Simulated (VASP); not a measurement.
**KCl: single point with LDA**

Crystal: KCl.

```
K Cl
1.0
     7.67523    0.00000    0.00000
     0.00000    7.67523    0.00000
     0.00000    0.00000    3.83761
K Cl
4 4
Direct
  0.00180 0.99306 0.99314
  0.00024 0.49809 0.01966
  0.49736 0.00211 0.01848
  0.49895 0.51392 0.99176
  0.25427 0.24354 0.50055
  0.24525 0.74431 0.47421
  0.75527 0.25106 0.49668
  0.74976 0.75620 0.50951
```

```
Program                : VASP 6.6.1
Task                   : single point
Functional             : LDA
Potentials or basis    : VASP PAW LDA potentials, release 64 (K_sv, Cl)
Cutoff                 : 400 eV
k mesh                 : 1 × 1 × 2
Occupations            : fermi-dirac, width 0.1 eV
Spin                   : no spin polarisation
Dipole correction      : no
Further INCAR settings : ALGO = Normal; EDIFF = 1e-06; NBANDS = 42
```

| Property | Result |
| --- | --- |
| Pressure | -1.7 GPa |
| Largest force | 0.123 eV/Å |
| Band gap on the k mesh | 4.20 eV |

Forces in eV/Å, atoms in the order of the input:
```
K   -0.040  0.086 -0.007
K   -0.031 -0.082 -0.012
K    0.053  0.104 -0.001
K    0.027 -0.119 -0.013
Cl   0.017  0.006  0.045
Cl   0.032 -0.019 -0.038
Cl  -0.003  0.055 -0.019
Cl  -0.055 -0.030  0.045
```

Levels at points of the mesh, in eV from the valence-band top:
```
           k point  band 29  band 30  band 31  band 32  band 33  band 34  band 35  band 36
(0.00, 0.00, 0.00)    -0.23    -0.17    -0.17     0.00     4.20     5.62     6.05     6.06
(0.00, 0.00, 0.50)    -0.33    -0.28    -0.04    -0.01     5.62     5.63     6.79     6.80
```

Wall time 14 s on 1 thread of Intel(R) Xeon(R) Platinum 8259CL CPU @ 2.50GHz (Skylake/Cascade Lake), on a shared host, peak memory 0.19 GiB.

Caveat: the k points lie up to 0.82 Å⁻¹ apart.
